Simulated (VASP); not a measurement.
Here is a VASP 6.6.1 calculation.

Contents of INCAR:

```
SYSTEM = Ge
PREC = Accurate
ENCUT = 520
EDIFF = 1E-7
ISMEAR = -1
SIGMA = 0.05
LREAL = .False.
LASPH = .True.
NELM = 80
ALGO = Normal
ISIF = 2
LWAVE = .False.
LCHARG = .True.
GGA = RP
IVDW = 13
LELF = .True.
LVHAR = .True.
NBANDS = 21
```

File KPOINTS:

```
regular mesh
0
Gamma
  8 8 8
  0 0 0
```

Contents of POSCAR:

```
Ge
1.0
    0.0000000000      2.8843929095      2.8843929095
    2.8843929095      0.0000000000      2.8843929095
    2.8843929095      2.8843929095      0.0000000000
Ge
2
Direct
    0.7500000000      0.7500000000      0.7500000000
    0.5000000000      0.5000000000      0.5000000000
```

Potentials or basis: VASP PAW PBE potentials, release 64 (Ge_d).

Run with:

```console
$ cat potpaw_PBE.64/Ge_d/POTCAR > POTCAR
$ mpirun -np 1 vasp_std > vasp.out
```

Q: Estimate the band gap on the k mesh.

A: Zero (filled and empty bands touch).

Q: Estimate the dispersion energy per atom.

A: -0.568 eV.

**What was measured.**

From “Temperature-dependent photoluminescence in Ge: experiment and theory”, 2020, arxiv:2003.00143, for a bulk crystal of Ge at 0 K: band gap 0.744 eV (indirect).

A measured gap of Ge is 0.744 eV (indirect; 0 K; “Temperature-dependent photoluminescence in Ge: experiment and theory”, 2020, arxiv:2003.00143); the calculated 0.00 eV misses it by -0.74 eV. 3 values of this kind are on record (0.666 to 0.807 eV); this one was drawn at random among those near their median. Spin-orbit coupling on Ge is left out. The value is that of RPBE+D4 on a finite k mesh, which can miss the band edges, without temperature or zero-point motion. Semilocal functionals fall short of measured gaps as a rule.
